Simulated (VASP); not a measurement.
A run of VASP 6.6.1:

File INCAR:

```
SYSTEM = CoPd
ALGO = Normal ; EDIFF = 1E-6
ENCUT = 600 ; GGA = PS
GGA_COMPAT = .FALSE. ; ISIF = 2
ISMEAR = -1 ; LASPH = .TRUE.
LCHARG = .TRUE. ; LELF = .TRUE.
LREAL = .FALSE. ; LVHAR = .TRUE.
LWAVE = .FALSE. ; NBANDS = 16
NELM = 120 ; PREC = Accurate
SIGMA = 0.1
```

KPOINTS

```
k-points
0
G
  14 14 14
  0 0 0
```

The input POSCAR:

```
CoPd
1.0
    1.1718484246      0.6765670034      3.7385385644
   -1.1718484246      0.6765670034      3.7385385644
    0.0000000000     -1.3531340068      3.7385385644
Co Pd
1 1
Direct
    0.0000000000      0.0000000000      0.0000000000
    0.5000000000      0.5000000000      0.5000000000
```

Potentials or basis: VASP PAW PBE potentials, release 64 (Co, Pd).

The run is started by

```console
$ cat potpaw_PBE.64/Co/POTCAR potpaw_PBE.64/Pd/POTCAR > POTCAR
$ mpirun -np 1 vasp_std > vasp.out
```

Hardware: 1 thread of Intel Xeon 8259CL, on a shared host.

Q: How long does it take, and how much memory?

A: It took 5.7 min on 1 thread of Intel Xeon 8259CL (shared host), peak memory 0.28 GiB. Counts: scf iterations 14, k points 288.
